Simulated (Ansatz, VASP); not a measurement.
Two plane-wave programs on HfO2

The input INCAR:

```
  PREC = Accurate
  ENCUT = 520
  EDIFF = 1E-7
  ISMEAR = 0
  SIGMA = 0.05
  LREAL = F
  LASPH = T
  NELM = 100
  ALGO = Normal
  ISIF = 2
  LWAVE = F
  LCHARG = T
  GGA = PE
  LELF = T
  LVHAR = T
  NBANDS = 56
```

File KPOINTS:

```
regular mesh
0
Gamma
  6 6 2
```

Contents of POSCAR:

```
HfO2
1.0
   -3.6043047991      0.0000000000      0.0000000000
    0.0000000000     -3.6043047991      0.0000000000
    0.0000000000      0.0000000000     11.2779346079
Hf O
4 8
Direct
    0.5000000000      0.5000000000      0.1882866397
    0.5000000000      0.5000000000      0.6550358706
    1.0000000000      1.0000000000      0.4216612552
    1.0000000000      1.0000000000      0.8884104860
    0.0000000000      0.5000000000      0.2784869056
    0.0000000000      0.5000000000      0.7452361365
    0.5000000000      0.0000000000      0.3314609893
    0.5000000000      0.0000000000      0.7982102202
    0.5000000000      0.0000000000      0.0980863739
    0.5000000000      0.0000000000      0.5648356047
    0.0000000000      0.5000000000      0.0451122902
    0.0000000000      0.5000000000      0.5118615210
```

Input for Ansatz:

```yaml
crystal:
  lattice:
    - [-3.6043047991, 0.0, 0.0]
    - [0.0, -3.6043047991, 0.0]
    - [0.0, 0.0, 11.2779346079]
  atoms:
    - { symbol: Hf, position: [0.5, 0.5, 0.1882866397] }
    - { symbol: Hf, position: [0.5, 0.5, 0.6550358706] }
    - { symbol: Hf, position: [1.0, 1.0, 0.4216612552] }
    - { symbol: Hf, position: [1.0, 1.0, 0.888410486] }
    - { symbol: O, position: [0.0, 0.5, 0.2784869056] }
    - { symbol: O, position: [0.0, 0.5, 0.7452361365] }
    - { symbol: O, position: [0.5, 0.0, 0.3314609893] }
    - { symbol: O, position: [0.5, 0.0, 0.7982102202] }
    - { symbol: O, position: [0.5, 0.0, 0.0980863739] }
    - { symbol: O, position: [0.5, 0.0, 0.5648356047] }
    - { symbol: O, position: [0.0, 0.5, 0.0451122902] }
    - { symbol: O, position: [0.0, 0.5, 0.511861521] }
basis:
  ecutwfc: 420
kpoints:
  mp_grid: { grid: [6, 6, 2] }
hamiltonian:
  xc: pbe
scf:
  occupations: { method: gaussian, width: 0.05 }
output:
  forces: true
  stress: true
  eigenvalues: true
```

Alike in both runs: task single point; functional PBE; k mesh 6 × 6 × 2; occupations gaussian, width 0.05 eV; no spin polarisation.

|  | VASP | Ansatz |
| --- | --- | --- |
| version | VASP 6.6.1 | Ansatz 0.2.0 |
| potentials or method | VASP PAW PBE potentials, release 64 (Hf_pv, O), cutoff 520 eV | scalar-relativistic, plane waves, PAW |
| valence electrons in the cell | 88 | 152 |

```tsv
	VASP	Ansatz	Ansatz less VASP
gap on the k mesh at the Fermi level (eV)	0.55	0.58	+0.024
least direct gap on the mesh (eV)	0.55	0.58	+0.024
pressure (GPa)	-9.7	-7.1	+2.64
traceless stress, the component that is largest in VASP (GPa)	-12.29	-12.35	-0.066
rms of the force components (eV/Å)	1.410	1.433	+0.0226
```

Atom by atom the forces differ by 0.041 eV/Å (rms over components). VASP's potentials hold 88 valence electrons a cell and Ansatz's 152, so a difference there can come from the potentials and not from the codes.

Neither program's run includes spin-orbit coupling.
